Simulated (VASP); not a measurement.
Write the native input for VASP 6.6.1 that does the following.

| Quantity | Value |
| --- | --- |
| Task | single point |
| Functional | PBE |
| Potentials or basis | VASP PAW PBE potentials, release 64 (In_d) |
| Cutoff | 520 eV |
| k mesh | 18 × 18 × 18 |
| Occupations | gaussian, width 0.1 eV |
| Spin | no spin polarisation |
| Dipole correction | no |
| Further INCAR settings | ALGO = Fast; EDIFF = 1e-06; NBANDS = 12 |

The structure of In lies in POSCAR:

```
In
1.0
   -1.6243845017      1.6243845017      2.2924552203
    1.6243845017     -1.6243845017      2.2924552203
    1.6243845017      1.6243845017     -2.2924552203
In
1
Direct
    0.0000000000      0.0000000000      0.0000000000
```

One way to write it, as run:

INCAR

```
SYSTEM = In
ALGO = Fast
EDIFF = 1E-6
ENCUT = 520
GGA = PE
ISIF = 2
ISMEAR = 0
LASPH = .True.
LCHARG = .False.
LREAL = .False.
LWAVE = .False.
NBANDS = 12
NELM = 100
PREC = Accurate
SIGMA = 0.1
```

KPOINTS

```
k-points
0
Gamma
  18 18 18
  0 0 0
```

Potentials or basis: VASP PAW PBE potentials, release 64 (In_d).

Run with:

```sh
$ cat potpaw_PBE.64/In_d/POTCAR > POTCAR
$ mpirun -np 1 vasp_std > vasp.out
```

Results of the run:

```yaml
Pressure: 6.3 GPa
Band_gap_on_the_k_mesh: zero (an odd number of electrons rules out a gap without spin polarisation)
```

Caveat: the cell stands under pressure; spin-orbit coupling is left out, which moves the levels of the heavy elements.

Wall time 73 s on 1 thread of AMD EPYC 9R45 96-Core Processor (Zen 5), on a shared host, peak memory 0.21 GiB.
